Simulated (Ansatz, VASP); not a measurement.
MgO2 in VASP and in Ansatz

The input POSCAR:

```
MgO2
1.0
    1.6940935556      0.9780853703      3.1352070375
   -1.6940935556      0.9780853703      3.1352070375
    0.0000000000     -1.9561707407      3.1352070375
Mg O
1 2
Direct
    0.0000000000      0.0000000000      0.0000000000
    0.4287860000      0.4287860000      0.4287860000
    0.5712140000      0.5712140000      0.5712140000
```

Contents of INCAR.step1:

```
SYSTEM = MgO2
PREC = Accurate
ENCUT = 520
ISMEAR = 0
SIGMA = 0.05
LREAL = .FALSE.
LASPH = .TRUE.
NELM = 60
NBANDS = 14
GGA = PE
ALGO = Normal
EDIFF = 1E-4
LWAVE = .TRUE.
LCHARG = .FALSE.
```

INCAR.step2

```
SYSTEM = MgO2
PREC = Accurate
ENCUT = 520
EDIFF = 1E-6
ISMEAR = 0
SIGMA = 0.05
LREAL = .FALSE.
LASPH = .TRUE.
NELM = 60
ALGO = Normal
ISIF = 2
LWAVE = .FALSE.
LCHARG = .FALSE.
METAGGA = R2SCAN
LMIXTAU = .TRUE.
NBANDS = 14
ISTART = 1
```

File KPOINTS:

```
Automatic mesh
0
G
  12 12 12
  0 0 0
```

Input for Ansatz:

```yaml
crystal:
  lattice:
    - [1.6940935556, 0.9780853703, 3.1352070375]
    - [-1.6940935556, 0.9780853703, 3.1352070375]
    - [0.0, -1.9561707407, 3.1352070375]
  atoms:
    - { symbol: Mg, position: [0.0, 0.0, 0.0] }
    - { symbol: O, position: [0.428786, 0.428786, 0.428786] }
    - { symbol: O, position: [0.571214, 0.571214, 0.571214] }
basis:
  ecutwfc: 500
kpoints:
  mp_grid: { grid: [12, 12, 12] }
hamiltonian:
  xc: r2scan
scf:
  occupations: { method: gaussian, width: 0.05 }
output:
  forces: true
  stress: true
  eigenvalues: true
```

Alike in both runs: task single point; functional r2SCAN; k mesh 12 × 12 × 12; occupations gaussian, width 0.05 eV; no spin polarisation.

|  | VASP | Ansatz |
| --- | --- | --- |
| version | VASP 6.6.1 | Ansatz 0.2.0 |
| potentials or method | VASP PAW PBE potentials, release 64 (Mg, O), cutoff 520 eV | scalar-relativistic, plane waves, PAW |
| valence electrons in the cell | 14 | 22 |

Ansatz gave:

- gap on the k mesh at the Fermi level (eV): 2.84
- least direct gap on the mesh (eV): 3.24
- pressure (GPa): 7.9
- traceless stress, the component that is largest in VASP (GPa): 48.07
- rms of the force components (eV/Å): 2.573

Problem. Which values does VASP return?

Solution. gap on the k mesh at the Fermi level (eV): 2.82; least direct gap on the mesh (eV): 3.22; pressure (GPa): 8.0; traceless stress, the component that is largest in VASP (GPa): 50.63; rms of the force components (eV/Å): 2.801.

VASP's potentials were made for PBE, not for r2SCAN. Atom by atom the forces differ by 0.228 eV/Å (rms over components). VASP's potentials hold 14 valence electrons a cell and Ansatz's 22, so a difference there can come from the potentials and not from the codes.
